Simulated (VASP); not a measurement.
TaSi2: single point with revPBE+D4

TaSi2:

```
Ta Si
1.0
     4.74771    0.00000    0.00000
    -2.37385    4.11163    0.00000
     0.00000    0.00000    6.55896
Ta Si
3 6
Direct
  0.00000 0.50000 0.33333
  0.50000 0.50000 0.66667
  0.50000 0.00000 0.00000
  0.31909 0.15954 0.33333
  0.15954 0.84046 0.66667
  0.84046 0.68091 0.00000
  0.68091 0.84046 0.33333
  0.84046 0.15954 0.66667
  0.15954 0.31909 0.00000
```

| Property | Result |
| --- | --- |
| Program | VASP 6.6.1 |
| Task | single point |
| Functional | revPBE |
| Dispersion | D4 |
| Potentials or basis | VASP PAW PBE potentials, release 64 (Ta_pv, Si) |
| Cutoff | 520 eV |
| k mesh | 7 × 7 × 4 |
| Occupations | fermi-dirac, width 0.05 eV |
| Spin | no spin polarisation |
| Dipole correction | no |
| Further INCAR settings | ALGO = Normal; EDIFF = 1e-06; NBANDS = 38 |

The pressure is -0.1 GPa and the largest force is 0.012 eV/Å. The band gap on the k mesh is zero (an odd number of electrons rules out a gap without spin polarisation) and the dispersion energy per atom is -0.707 eV.

Forces on the atoms (eV/Å):
```
Ta   0.000  0.000  0.000
Ta   0.000  0.000  0.000
Ta   0.000  0.000  0.000
Si  -0.011 -0.006  0.000
Si  -0.011  0.006  0.000
Si   0.000  0.012  0.000
Si   0.011  0.006  0.000
Si   0.011 -0.006  0.000
Si   0.000 -0.012  0.000
```

Levels at points of the mesh, in eV from the Fermi level:
```tsv
k point	band 27	band 28	band 29	band 30	band 31	band 32
(0.00, 0.00, 0.00)	-2.23	-2.23	-1.51	0.70	3.05	3.05
(0.00, 0.00, 0.50)	-1.80	-1.80	1.11	1.11	2.71	2.71
```

It took 60 s on 1 thread of AMD EPYC 9R45 96-Core Processor (Zen 5), on a shared host, peak memory 0.26 GiB.

Caveat: the PAW data sets were made with another functional, which shifts forces and pressure a little; spin-orbit coupling is left out, which moves the levels of the heavy elements; an odd number of electrons without spin polarisation forces a metal; a magnetic or distorted state may lie lower.
